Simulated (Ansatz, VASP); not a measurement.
Two plane-wave programs on SrBr3

Contents of INCAR:

```
SYSTEM = SrBr3
PREC = Accurate
ENCUT = 600
EDIFF = 1E-6
ISMEAR = 0
SIGMA = 0.1
LREAL = .False.
LASPH = .True.
NELM = 60
ALGO = Normal
ISIF = 3
LWAVE = .False.
LCHARG = .False.
GGA = PE
IBRION = 2
NSW = 100
EDIFFG = -0.01
```

The input KPOINTS:

```
Automatic mesh
0
Gamma
  10 10 10
  0 0 0
```

The input POSCAR:

```
SrBr3
1.0
    4.9063756211      0.0000000000      0.0000000000
    0.0000000000      4.9063756211      0.0000000000
    0.0000000000      0.0000000000      4.9063756211
Sr Br
1 3
Direct
    0.0000000000      0.0000000000      0.0000000000
    0.0000000000      0.5000000000      0.5000000000
    0.5000000000      0.0000000000      0.5000000000
    0.5000000000      0.5000000000      0.0000000000
```

Input for Ansatz:

```yaml
crystal:
  lattice:
    - [4.9063756211, 0.0, 0.0]
    - [0.0, 4.9063756211, 0.0]
    - [0.0, 0.0, 4.9063756211]
  atoms:
    - { symbol: Sr, position: [0.0, 0.0, 0.0] }
    - { symbol: Br, position: [0.0, 0.5, 0.5] }
    - { symbol: Br, position: [0.5, 0.0, 0.5] }
    - { symbol: Br, position: [0.5, 0.5, 0.0] }
basis:
  ecutwfc: 420
kpoints:
  mp_grid: { grid: [10, 10, 10] }
hamiltonian:
  xc: pbe
scf:
  occupations: { method: gaussian, width: 0.1 }
output:
  forces: true
  stress: true
  eigenvalues: true
  write_density: true
  write_potential: true
  elf: true
  volumetric_format: npy
relax:
  adjacent_minimum: "off"
  f_tol: 0.01
  max_steps: 80
  cell: { stress_tol: 0.05 }
```

Alike in both runs: task relaxation of cell and atoms; functional PBE; k mesh 10 × 10 × 10; occupations gaussian, width 0.1 eV; no spin polarisation.

|  | VASP | Ansatz |
| --- | --- | --- |
| version | VASP 6.6.1 | Ansatz 0.2.0 |
| potentials or method | VASP PAW PBE potentials, release 64 (Sr_sv, Br), cutoff 600 eV | scalar-relativistic, plane waves, PAW |
| valence electrons in the cell | 31 | 31 |

|  | VASP | Ansatz | Ansatz less VASP |
| --- | --- | --- | --- |
| gap on the k mesh at the Fermi level, each at its own relaxed structure (eV) | none | none | - |
| relaxed volume (Å³/atom) | 29.63 | 29.59 | -0.041 |
| relaxed length of the cell vector where the two differ most in proportion (Å) | 4.912 | 4.910 | -0.0023 |

A gap of «none» marks a metal or a gap that the smearing closes.
